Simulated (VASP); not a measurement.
Wanted: the native input for a VASP 6.6.1 run.

```yaml
Task: single point
Functional: PBE
Dispersion: D3(BJ)
Potentials_or_basis: VASP PAW PBE potentials, release 64 (La, Pd, P)
Cutoff: 520 eV
k_mesh: 6 × 6 × 6
Occupations: gaussian, width 0.1 eV
Spin: no spin polarisation
Dipole_correction: no
Further_INCAR_settings: LREAL = Auto; ALGO = Normal; EDIFF = 1e-07; NBANDS = 108
```

The structure of LaPPd3 lies in POSCAR:

```
LaPPd3
1.0
   -4.4956759618      4.4956759618      4.4956759618
    4.4956759618     -4.4956759618      4.4956759618
    4.4956759618      4.4956759618     -4.4956759618
La Pd P
4 12 4
Direct
    0.0000000000      0.0000000000      0.0000000000
    0.0000000000      0.5000000000      0.5000000000
    0.5000000000      0.0000000000      0.5000000000
    0.5000000000      0.5000000000      0.0000000000
    0.3182999187      0.3182999187      0.5413645126
    0.6817000813      0.2230645939      0.0000000000
    0.7769354061      0.7769354061      0.4586354874
    0.2230645939      0.6817000813      0.0000000000
    0.5413645126      0.3182999187      0.3182999187
    1.0000000000      0.6817000813      0.2230645939
    0.4586354874      0.7769354061      0.7769354061
    0.0000000000      0.2230645939      0.6817000813
    0.3182999187      0.5413645126      0.3182999187
    0.2230645939      0.0000000000      0.6817000813
    0.7769354061      0.4586354874      0.7769354061
    0.6817000813      1.0000000000      0.2230645939
    0.6242134194      0.6242134194      0.6242134194
    0.3757865806      0.0000000000      0.0000000000
    0.0000000000      0.0000000000      0.3757865806
    0.0000000000      0.3757865806      0.0000000000
```

These files were run (other wordings do the same):

INCAR

```
SYSTEM = LaPPd3
PREC     = Accurate       ! precision mode
ENCUT    = 520            ! plane-wave cutoff, eV
EDIFF    = 1E-7           ! SCF threshold, eV
ISMEAR   = 0              ! smearing method
SIGMA    = 0.1            ! smearing width, eV
LREAL    = Auto         
LASPH    = .True.         ! aspherical terms in the spheres
NELM     = 60             ! most SCF steps
ALGO     = Normal         ! electronic algorithm
ISIF     = 2              ! what is computed and relaxed
LWAVE    = .False.        ! write WAVECAR
LCHARG   = .True.         ! write CHGCAR
GGA      = PE             ! functional
IVDW     = 12             ! dispersion correction
LELF     = .True.         ! ELF
LVHAR    = .True.       
NBANDS   = 108            ! bands
```

KPOINTS

```
regular mesh
0
Gamma
  6 6 6
  0 0 0
```

Potentials or basis: VASP PAW PBE potentials, release 64 (La, Pd, P).

Launch:

```console
$ cat potpaw_PBE.64/La/POTCAR potpaw_PBE.64/Pd/POTCAR potpaw_PBE.64/P/POTCAR > POTCAR
$ mpirun -np 1 vasp_std > vasp.out
```

It gave:

```
Pressure                   : -0.1 GPa
Largest force              : 0.012 eV/Å
Band gap on the k mesh     : 0.02 eV (least direct gap 0.04 eV)
Dispersion energy per atom : -0.563 eV
```

Caveat: the smearing spreads over this small gap; semilocal functionals underestimate gaps, and a narrow one can read as zero; spin-orbit coupling is left out, which moves the levels of the heavy elements.

Wall time 33 min on 1 thread of Intel(R) Xeon(R) Platinum 8559C (Emerald Rapids), with other jobs on the host, peak memory 0.73 GiB.
